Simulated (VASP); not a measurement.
Input of a VASP 6.6.1 run:

INCAR

```
SYSTEM = ZnO
ALGO = Normal
EDIFF = 1E-6
ENCUT = 520
GGA = PE
ISIF = 2
ISMEAR = 0
LASPH = .TRUE.
LCHARG = .FALSE.
LREAL = .FALSE.
LWAVE = .FALSE.
NBANDS = 26
NELM = 100
PREC = Accurate
SIGMA = 0.1
```

KPOINTS

```
k-points
0
G
  6 6 4
  0 0 0
```

Contents of POSCAR:

```
ZnO
1.0
    3.2829429360      0.0000000000      0.0000000000
   -1.6414714680      2.8431119817      0.0000000000
    0.0000000000      0.0000000000      5.2842805200
Zn O
2 2
Direct
    0.3333333333      0.6666666667      0.8102439318
    0.6666666667      0.3333333333      0.3102439318
    0.6666666667      0.3333333333      0.6897650325
    0.3333333333      0.6666666667      0.1897650325
```

Potentials or basis: VASP PAW PBE potentials, release 64 (Zn, O).

Command:

```bash
$ cat potpaw_PBE.64/Zn/POTCAR potpaw_PBE.64/O/POTCAR > POTCAR
$ mpirun -np 1 vasp_std > vasp.out
```

Predict the largest force.

0.007 eV/Å.

What does it give for the pressure?

0.8 GPa.

What does it give for the band gap on the k mesh?

0.73 eV, direct.

Stress tensor (GPa, compression positive):
```
0.71 0.00 0.00
0.00 0.71 0.00
0.00 0.00 1.09
```
